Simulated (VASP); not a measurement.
Set up this calculation in VASP 6.6.1, as the native input.

```
Task                   : single point
Functional             : LDA
Potentials or basis    : VASP PAW LDA potentials, release 64 (Cu, I)
Cutoff                 : 520 eV
k mesh                 : 6 × 6 × 6
Occupations            : gaussian, width 0.01 eV
Spin                   : no spin polarisation
Dipole correction      : no
Further INCAR settings : ALGO = Normal; EDIFF = 1e-06; NBANDS = 16
```

The structure of CuI (Marshite) lies in POSCAR:

```
CuI
1.0
    2.9694282448      2.9694282448      0.0000000000
   -2.9694282448      2.9694282448      0.0000000000
    0.0000000000      2.9694282448      2.9694282448
Cu I
1 1
Direct
    0.7500000000      0.2500000000      0.5000000000
    0.0000000000      0.0000000000      0.0000000000
```

These files were run (other wordings do the same):

INCAR

```
SYSTEM = CuI
PREC = Accurate ; ENCUT = 520
EDIFF = 1E-6 ; ISMEAR = 0
SIGMA = 0.01 ; LREAL = .False.
LASPH = .True. ; NELM = 100
ALGO = Normal ; ISIF = 2
LWAVE = .False. ; LCHARG = .False.
GGA = CA ; NBANDS = 16
```

KPOINTS

```
regular mesh
0
Gamma
  6 6 6
  0 0 0
```

Potentials or basis: VASP PAW LDA potentials, release 64 (Cu, I).

Launch:

```console
$ cat potpaw_LDA.64/Cu/POTCAR potpaw_LDA.64/I/POTCAR > POTCAR
$ mpirun -np 1 vasp_std > vasp.out
```

It gave:

| Item | Value |
| --- | --- |
| Pressure | -1.8 GPa |
| Band gap on the k mesh | 1.17 eV, direct |

Caveat: spin-orbit coupling is left out, which moves the levels of the heavy elements.

Wall time 11 s on 1 thread of Intel(R) Xeon(R) 6975P-C (Granite Rapids), with other jobs on the host, peak memory 0.15 GiB.
